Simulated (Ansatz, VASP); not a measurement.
# One calculation of GaSb, two programs

```xyz
2
Lattice="0.0000 3.0965 3.0394 3.0965 0.0000 3.0394 3.0965 3.0965 0.0000" Properties=species:S:1:pos:R:3 pbc="T T T"
Ga    0.0000    0.0000    0.0000
Sb    1.5483    1.5483    1.5197
```

Change from the starting cell: epitaxial_xy strain +1.0%.

Alike in both runs: task single point; functional PBE; k mesh 8 × 8 × 8; occupations fermi-dirac, width 0.02 eV; no spin polarisation.

|  | VASP | Ansatz |
| --- | --- | --- |
| version | VASP 6.6.1 | Ansatz 0.2.0 |
| potentials or method | VASP PAW PBE potentials, release 64 (Ga_d, Sb) | plane waves, PAW |
| plane-wave cutoff (eV) | 520 | 420 |
| valence electrons in the cell | 18 | 28 |

```tsv
	VASP	Ansatz	Ansatz less VASP
pressure (GPa)	1.5	1.4	-0.08
traceless stress, the component that is largest in VASP (GPa)	0.48	0.48	+0.001
```

With one functional, cell and mesh, what is left measures potentials, basis and numerics. VASP's potentials hold 18 valence electrons a cell and Ansatz's 28, so a difference there can come from the potentials and not from the codes.

Spin-orbit coupling is off throughout.
